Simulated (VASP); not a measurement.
# ZrB2 in VASP: notebook, part 2 of 2

VASP 6.6.1. Earlier steps stand in the parts before.

## Step 3: Single point, LDA

This run uses another cell than the first one, of 10.25 Å³/atom.

Contents of INCAR:

```
SYSTEM = ZrB2
ALGO     = Normal         ! electronic algorithm
EDIFF    = 1E-6           ! SCF threshold, eV
ENCUT    = 520            ! plane-wave cutoff, eV
ISIF     = 2              ! what is computed and relaxed
ISMEAR   = -1             ! smearing method
LASPH    = .TRUE.         ! aspherical terms in the spheres
LCHARG   = .TRUE.         ! write CHGCAR
LELF     = .TRUE.         ! ELF
LREAL    = .FALSE.        ! projectors in reciprocal space
LVHAR    = .TRUE.       
LWAVE    = .FALSE.        ! write WAVECAR
NBANDS   = 16             ! bands
NELM     = 60             ! most SCF steps
PREC     = Accurate       ! precision mode
SIGMA    = 0.02           ! smearing width, eV
```

Contents of KPOINTS:

```
k-points
0
G
  15 15 11
  0 0 0
```

Contents of POSCAR:

```
ZrB2
1.0
    3.1700000000      0.0000000000      0.0000000000
   -1.5850000000      2.7453005300      0.0000000000
    0.0000000000      0.0000000000      3.5330000000
Zr B
1 2
Direct
    0.0000000000      0.0000000000      0.0000000000
    0.6666666667      0.3333333333      0.5000000000
    0.3333333333      0.6666666667      0.5000000000
```

Potentials or basis: VASP PAW LDA potentials, release 64 (Zr_sv, B).

The run is started by

```bash
cat potpaw_LDA.64/Zr_sv/POTCAR potpaw_LDA.64/B/POTCAR > POTCAR
mpirun -np 1 vasp_std > vasp.out
```

Wall time 77 s (1 thread of Intel Xeon Platinum 8375C at 2.90GHz (Ice Lake), shared host); peak memory 0.19 GiB.

It converged, with:

```yaml
Free_energy: -27.4552 eV
Pressure: -8.4 GPa
Band_gap_on_the_k_mesh: zero (bands 9 and 10 overlap by 0.90 eV)
```

Stress tensor (GPa, compression positive):
```
-8.47  0.00  0.00
 0.00 -8.47  0.00
 0.00  0.00 -8.16
```

Levels at points of the mesh, in eV from the Fermi level:
| k point | band 7 | band 8 | band 9 | band 10 | band 11 | band 12 |
| --- | --- | --- | --- | --- | --- | --- |
| (0.00, 0.00, 0.00) | -2.61 | -2.58 | -2.28 | 3.39 | 3.39 | 4.16 |

Caveat: the cell stands under tension.

## Step 4: Single point, LDA

This run uses another cell than the first one, of 10.25 Å³/atom.

Contents of INCAR:

```
  PREC = Accurate
  ENCUT = 520
  EDIFF = 1E-6
  ISMEAR = -1
  SIGMA = 0.02
  LREAL = F
  LASPH = T
  NELM = 60
  ALGO = Normal
  ISIF = 2
  LWAVE = F
  LCHARG = T
  LELF = T
  LVHAR = T
  NBANDS = 16
```

Contents of KPOINTS:

```
regular mesh
0
Gamma
  15 15 11
```

Edit POSCAR of step 3 so:

```diff
@@ -8,3 +8,3 @@
 Direct
-    0.0000000000      0.0000000000      0.0000000000
+    0.0000000000      0.0000000000      0.0283045570
     0.6666666667      0.3333333333      0.5000000000
```

Potentials or basis: VASP PAW LDA potentials, release 64 (Zr_sv, B).

The run is started by

```bash
cat potpaw_LDA.64/Zr_sv/POTCAR potpaw_LDA.64/B/POTCAR > POTCAR
mpirun -np 1 vasp_std > vasp.out
```

OUTCAR:

```text
PREC = Accurate
   ENCUT = 520
   EDIFF = 1E-6
   ISMEAR = -1
   LREAL = F
   LASPH = T
   NELM = 60
   ISIF = 2

 ion  position               nearest neighbor table
   1  0.000  0.000  0.028-   2 2.48   3 2.48   2 2.48   3 2.48   2 2.48   3 2.48   2 2.61   3 2.61
                             2 2.61   3 2.61   3 2.61   2 2.61
   2  0.667  0.333  0.500-   3 1.83   3 1.83   3 1.83   1 2.48   1 2.48   1 2.48   1 2.61   1 2.61
                             1 2.61
   3  0.333  0.667  0.500-   2 1.83   2 1.83   2 1.83   1 2.48   1 2.48   1 2.48   1 2.61   1 2.61
                             1 2.61

[... 654 lines left out ...]
  Direction    XX          YY          ZZ          XY          YZ          ZX
  --------------------------------------------------------------------------------------
  -------------------------------------------------------------------------------------
  Total       -1.4381944     -1.4381944     -1.3047528      0.0000000     -0.0000000      0.0000000
  in kB      -74.9437438    -74.9437438    -67.9901552      0.0000000     -0.0000000      0.0000000
  external PRESSURE =     -72.6258809 kB  Pullay stress =       0.0000000 kB

 VOLUME and BASIS-vectors are now :
 -----------------------------------------------------------------------------
  energy-cutoff  :      520.00
  volume of cell :       30.75
      direct lattice vectors                 reciprocal lattice vectors
     3.170000000  0.000000000  0.000000000     0.315457413  0.182129422  0.000000000
    -1.585000000  2.745300530  0.000000000     0.000000000  0.364258845  0.000000000
     0.000000000  0.000000000  3.533000000     0.000000000  0.000000000  0.283045570

 POSITION                                       TOTAL-FORCE (eV/Angst)
 -----------------------------------------------------------------------------------
      0.00000      0.00000      0.10000         0.000000      0.000000     -1.358580
      1.58500      0.91510      1.76650         0.000000     -0.000000      0.679290
     -0.00000      1.83020      1.76650        -0.000000     -0.000000      0.679290
 -----------------------------------------------------------------------------------
    total drift:                               -0.000000     -0.000000      0.000112

  FREE ENERGIE OF THE ION-ELECTRON SYSTEM (eV)
  ---------------------------------------------------
  free  energy   TOTEN  =       -27.3877734967 eV

  energy  without entropy=      -27.3874975566  energy(sigma->0) =      -27.38763553
```

It took 79 s on 1 thread of Intel Xeon Platinum 8375C at 2.90GHz (Ice Lake), shared host; peak memory 0.19 GiB.

What came out:

| Item | Value |
| --- | --- |
| Free energy | -27.3878 eV |
| Pressure | -7.3 GPa |
| Largest force | 1.359 eV/Å |
| Band gap on the k mesh | zero (bands 9 and 10 overlap by 0.88 eV) |

Forces in eV/Å, atoms in the order of the input:
```
Zr   0.000  0.000 -1.359
B    0.000  0.000  0.679
B    0.000  0.000  0.679
```

Caveat: the cell stands under tension; forces of over 1 eV/Å act on the atoms, so gaps and moduli don't describe the material at rest.

## Step 5: Single point, LDA

This run uses another cell than the first one, of 10.56 Å³/atom.

Contents of INCAR:

```
SYSTEM = ZrB2
ALGO     = Normal         ! electronic algorithm
EDIFF    = 1E-7           ! SCF threshold, eV
ENCUT    = 520            ! plane-wave cutoff, eV
ISIF     = 2              ! what is computed and relaxed
ISMEAR   = -1             ! smearing method
LASPH    = .True.         ! aspherical terms in the spheres
LCHARG   = .False.        ! write CHGCAR
LREAL    = .False.        ! projectors in reciprocal space
LWAVE    = .False.        ! write WAVECAR
NBANDS   = 16             ! bands
NELM     = 100            ! most SCF steps
PREC     = Accurate       ! precision mode
SIGMA    = 0.02           ! smearing width, eV
```

Contents of KPOINTS:

```
k-points
0
Gamma
  15 15 11
  0 0 0
```

Contents of POSCAR:

```
ZrB2
1.0
    3.2013881799      0.0000000000      0.0000000000
   -1.6006940900      2.7724834912      0.0000000000
    0.0000000000      0.0000000000      3.5679824731
Zr B
1 2
Direct
    0.0000000000      0.0000000000      0.0000000000
    0.6666666667      0.3333333333      0.5000000000
    0.3333333333      0.6666666667      0.5000000000
```

Potentials or basis: VASP PAW LDA potentials, release 64 (Zr_sv, B).

The run is started by

```bash
cat potpaw_LDA.64/Zr_sv/POTCAR potpaw_LDA.64/B/POTCAR > POTCAR
mpirun -np 1 vasp_std > vasp.out
```

OUTCAR:

```text
SYSTEM = ZrB2
   EDIFF = 1E-7
   ENCUT = 520
   ISIF = 2
   ISMEAR = -1
   LASPH = .True.
   LREAL = .False.
   NELM = 100
   PREC = Accurate

 ion  position               nearest neighbor table
   1  0.000  0.000  0.000-   2 2.57   3 2.57   2 2.57   3 2.57   2 2.57   2 2.57   3 2.57   3 2.57
                             2 2.57   2 2.57   3 2.57   3 2.57
   2  0.667  0.333  0.500-   3 1.85   3 1.85   3 1.85   1 2.57   1 2.57   1 2.57   1 2.57   1 2.57
                             1 2.57
   3  0.333  0.667  0.500-   2 1.85   2 1.85   2 1.85   1 2.57   1 2.57   1 2.57   1 2.57   1 2.57
                             1 2.57

  LATTYP: Found a hexagonal cell.
 ALAT       =     3.2013881799
 C/A-ratio  =     1.1145110410
[... 653 lines left out ...]
  -------------------------------------------------------------------------------------
  Total       -2.9692149     -2.9692149     -2.7865147      0.0000000      0.0000000     -0.0000000
  in kB     -150.2180769   -150.2180769   -140.9749372      0.0000000      0.0000000     -0.0000000
  external PRESSURE =    -147.1370303 kB  Pullay stress =       0.0000000 kB

 VOLUME and BASIS-vectors are now :
 -----------------------------------------------------------------------------
  energy-cutoff  :      520.00
  volume of cell :       31.67
      direct lattice vectors                 reciprocal lattice vectors
     3.201388180  0.000000000  0.000000000     0.312364494  0.180343725  0.000000000
    -1.600694090  2.772483491  0.000000000     0.000000000  0.360687450  0.000000000
     0.000000000  0.000000000  3.567982473     0.000000000  0.000000000  0.280270435

 POSITION                                       TOTAL-FORCE (eV/Angst)
 -----------------------------------------------------------------------------------
      0.00000      0.00000      0.00000         0.000000     -0.000000     -0.000000
      1.60069      0.92416      1.78399        -0.000000      0.000000      0.000000
     -0.00000      1.84832      1.78399         0.000000     -0.000000     -0.000000
 -----------------------------------------------------------------------------------
    total drift:                               -0.000000      0.000000      0.000000

  FREE ENERGIE OF THE ION-ELECTRON SYSTEM (eV)
  ---------------------------------------------------
  free  energy   TOTEN  =       -27.3889218728 eV

  energy  without entropy=      -27.3885176074  energy(sigma->0) =      -27.38871974
```

OSZICAR:

```text
N       E                     dE             d eps       ncg     rms          rms(c)
DAV:   1     0.988578420356E+02    0.98858E+02   -0.96408E+03  5184   0.112E+03
DAV:   2    -0.259639905417E+02   -0.12482E+03   -0.12026E+03  6840   0.288E+02
DAV:   3    -0.300681439927E+02   -0.41042E+01   -0.40880E+01  7944   0.445E+01
DAV:   4    -0.301268422490E+02   -0.58698E-01   -0.58686E-01  6504   0.489E+00
DAV:   5    -0.301280611088E+02   -0.12189E-02   -0.12188E-02  7520   0.476E-01    0.203E+01
DAV:   6    -0.274406441225E+02    0.26874E+01   -0.62187E+00  6776   0.161E+01    0.797E+00
DAV:   7    -0.273949527204E+02    0.45691E-01   -0.57224E-01  7160   0.464E+00    0.313E+00
DAV:   8    -0.273930818529E+02    0.18709E-02   -0.92269E-02  6160   0.237E+00    0.363E-01
DAV:   9    -0.273892473259E+02    0.38345E-02   -0.19489E-02  6600   0.101E+00    0.181E-01
DAV:  10    -0.273889175438E+02    0.32978E-03   -0.17316E-03  6192   0.370E-01    0.386E-02
DAV:  11    -0.273889233081E+02   -0.57642E-05   -0.57428E-05  6528   0.715E-02    0.100E-02
DAV:  12    -0.273889221052E+02    0.12028E-05   -0.27242E-06  6808   0.136E-02    0.617E-03
DAV:  13    -0.273889218651E+02    0.24014E-06   -0.46202E-07  6752   0.597E-03    0.112E-03
DAV:  14    -0.273889218728E+02   -0.77371E-08   -0.30352E-08  3272   0.144E-03
   1 F= -.27388922E+02 E0= -.27388720E+02  d E =-.404265E-03
```

Run time: 84 s. Hardware: 1 thread of Intel Xeon Platinum 8375C at 2.90GHz (Ice Lake), shared host; peak memory 0.19 GiB.

Results:

```
Free energy            : -27.3889 eV
Pressure               : -14.7 GPa
Band gap on the k mesh : zero (bands 9 and 10 overlap by 0.87 eV)
```

Stress tensor (GPa, compression positive):
```
-15.02   0.00   0.00
  0.00 -15.02   0.00
  0.00   0.00 -14.10
```

Caveat: the cell stands under tension.

## Step 6: Overview

```tsv
cell	gap on the mesh (eV)	pressure (GPa)
a = 3.138, b = 3.138, c = 3.497 Å, angles 90.0, 90.0, 120.0°, 3 atoms, atomic positions A	none	-1.0
a = 3.170, b = 3.170, c = 3.533 Å, angles 90.0, 90.0, 120.0°, 3 atoms, atomic positions A	none	-8.4
a = 3.170, b = 3.170, c = 3.533 Å, angles 90.0, 90.0, 120.0°, 3 atoms, atomic positions B	none	-7.3
a = 3.201, b = 3.201, c = 3.568 Å, angles 90.0, 90.0, 120.0°, 3 atoms, atomic positions A	none	-14.7
```

Alike in all rows: task single point; level LDA; potentials or basis VASP PAW LDA potentials, release 64 (Zr_sv, B); no spin polarisation; k mesh 15 × 15 × 11; cutoff (eV) 520; smearing fermi-dirac 0.02 eV.

Caveats: the cell stands under tension (at least some runs); forces of over 1 eV/Å act on the atoms, so gaps and moduli don't describe the material at rest (at least some runs).

Absolute energies hang on the potentials; compare differences alone.
